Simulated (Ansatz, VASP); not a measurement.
# BAs: VASP beside Ansatz

```
As B
1.0
     0.00000    2.38850    2.38850
     2.38850    0.00000    2.38850
     2.38850    2.38850    0.00000
As B
1 1
Direct
  0.75000 0.75000 0.75000
  0.00000 0.00000 0.00000
```

Alike in both runs: task single point; functional PBE; k mesh 4 × 4 × 4; occupations fermi-dirac, width 0.05 eV; no spin polarisation.

|  | VASP | Ansatz |
| --- | --- | --- |
| version | VASP 6.6.1 | Ansatz 0.2.0 |
| potentials or method | VASP PAW PBE potentials, release 64 (As, B) | Ansatz PAW |
| plane-wave cutoff (eV) | 520 | 420 |
| valence electrons in the cell | 8 | 18 |

Ansatz gave:

| Property | Result |
| --- | --- |
| gap on the k mesh at the Fermi level (eV) | 1.42 |
| least direct gap on the mesh (eV) | 3.26 |
| pressure (GPa) | 3.4 |

**Question.** Estimate VASP's values.

**Answer.** gap on the k mesh at the Fermi level (eV): 1.41; least direct gap on the mesh (eV): 3.26; pressure (GPa): 4.0.

The functional is the same, so the differences come from potentials, cutoffs and numerics. VASP's potentials hold 8 valence electrons a cell and Ansatz's 18, so a difference there can come from the potentials and not from the codes.

The k mesh is coarse, so the values compare programs but aren't converged.
